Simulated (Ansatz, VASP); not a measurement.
## One calculation of Si, two programs

```
Si
1.0
     0.00000    2.68593    2.68593
     2.68593    0.00000    2.68593
     2.68593    2.68593    0.00000
Si
2
Direct
  0.50000 0.50000 0.50000
  0.75000 0.75000 0.75000
```

Alike in both runs: task single point; functional r2SCAN; k mesh 9 × 9 × 9; occupations fermi-dirac, width 0.05 eV; no spin polarisation.

```csv
,VASP,Ansatz
version,VASP 6.6.1,Ansatz 0.2.0
potentials or method,"VASP PAW PBE potentials, release 64 (Si), cutoff 520 eV","plane waves (500 eV) with PAW, scalar-relativistic"
valence electrons in the cell,8,8
```

|  | VASP | Ansatz | Ansatz less VASP |
| --- | --- | --- | --- |
| pressure (GPa) | 4.0 | 4.2 | +0.26 |

VASP's potentials were made for PBE, not for r2SCAN. The functional is the same, so the differences come from potentials, cutoffs and numerics.
